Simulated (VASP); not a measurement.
Input of a VASP 6.6.1 run:

POSCAR

```
Cu14Mo
1.0
    3.7959364553      2.1915849343      0.0000000000
   -3.7959364553      2.1915849343      0.0000000000
    0.0000000000      0.0000000000     20.2650226222
Cu Mo
14 1
Direct
    0.0000000000      0.0000000000      0.2944023010
    0.3333333333      0.6666666667      0.2955775651
    0.6666666667      0.3333333333      0.2955775651
    0.3337437925      1.0000000000      0.3959037558
    0.6662562075      0.6662562075      0.3959037558
    0.0000000000      0.3337437925      0.3959037558
    0.6661326582      1.0000000000      0.4977530288
    1.0000000000      0.6661326582      0.4977530288
    0.3338673418      0.3338673418      0.4977530288
    0.3333333333      0.6666666667      0.6017061404
    0.6666666667      0.3333333333      0.6017061404
    0.3371000180      1.0000000000      0.7080534867
    0.6628999820      0.6628999820      0.7080534867
    1.0000000000      0.3371000180      0.7080534867
    1.0000000000      1.0000000000      0.6058846333
```

File INCAR.step1:

```
PREC = Accurate
ENCUT = 580
ISMEAR = 1
SIGMA = 0.1
LREAL = False
LASPH = True
NELM = 120
LDIPOL = True
IDIPOL = 3
DIPOL = 0.5 0.5 0.500
NBANDS = 97
GGA = PE
ALGO = Normal
EDIFF = 1E-5
LWAVE = True
LCHARG = False
GGA_COMPAT = False
NELMDL = -8
```

Contents of INCAR.step2:

```
PREC = Accurate
ENCUT = 580
EDIFF = 1E-6
ISMEAR = 1
SIGMA = 0.1
LREAL = False
LASPH = True
NELM = 120
ALGO = Normal
ISIF = 2
LWAVE = False
LCHARG = False
LDIPOL = True
IDIPOL = 3
DIPOL = 0.5 0.5 0.500
METAGGA = R2SCAN
LMIXTAU = True
NBANDS = 97
ISTART = 1
GGA_COMPAT = False
```

The input KPOINTS:

```
Automatic mesh
0
Gamma
  9 9 1
```

Potentials or basis: VASP PAW PBE potentials, release 64 (Cu, Mo_sv).

Run with:

```console
$ cat potpaw_PBE.64/Cu/POTCAR potpaw_PBE.64/Mo_sv/POTCAR > POTCAR
$ cp INCAR.step1 INCAR
$ mpirun -np 1 vasp_std > vasp.out
$ cp INCAR.step2 INCAR
$ mpirun -np 1 vasp_std > vasp.out
```

(1) Estimate the largest force.

(2) Estimate the band gap on the k mesh.

Results:

(1) 0.019 eV/Å.

(2) zero (bands 84 and 85 overlap by 0.59 eV).

Caveat: the PAW data sets were made with another functional, which shifts forces and pressure a little.
